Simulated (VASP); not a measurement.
Here is a VASP 6.6.1 calculation.

File INCAR:

```
SYSTEM = SnS2
PREC = Accurate
ENCUT = 500
EDIFF = 1E-6
ISMEAR = 0
SIGMA = 0.02
LREAL = .FALSE.
LASPH = .TRUE.
NELM = 120
ALGO = Normal
ISIF = 2
LWAVE = .FALSE.
LCHARG = .FALSE.
GGA = PE
NBANDS = 20
GGA_COMPAT = .FALSE.
```

The input KPOINTS:

```
regular mesh
0
G
  6 6 3
  0 0 0
```

File POSCAR:

```
SnS2
1.0
    3.6888555103      0.0000000000      0.0000000000
   -1.8444277552      3.1946425784      0.0000000000
    0.0000000000      0.0000000000      5.7104578096
Sn S
1 2
Direct
    0.0000000000      0.0000000000      0.0000000000
    0.3333333333      0.6666666667      0.2500000000
    0.6666666667      0.3333333333      0.7500000000
```

Potentials or basis: VASP PAW PBE potentials, release 64 (Sn_d, S).

The run is started by

```console
$ cat potpaw_PBE.64/Sn_d/POTCAR potpaw_PBE.64/S/POTCAR > POTCAR
$ mpirun -np 1 vasp_std > vasp.out
```

Question: What does it give for the largest force?

Answer: 0.426 eV/Å.

Question: Estimate the pressure.

Answer: 4.0 GPa.

Question: Estimate the band gap on the k mesh.

Answer: 1.25 eV, indirect (least direct gap 1.56 eV).

Stress tensor (GPa, compression positive):
```
3.15 0.00 0.00
0.00 3.15 0.00
0.00 0.00 5.62
```

Caveat: spin-orbit coupling is left out, which moves the levels of the heavy elements; this functional lacks dispersion, which binds the layers, so the pressure and a relaxed spacing across them are unreliable. A k mesh can miss the band edges.
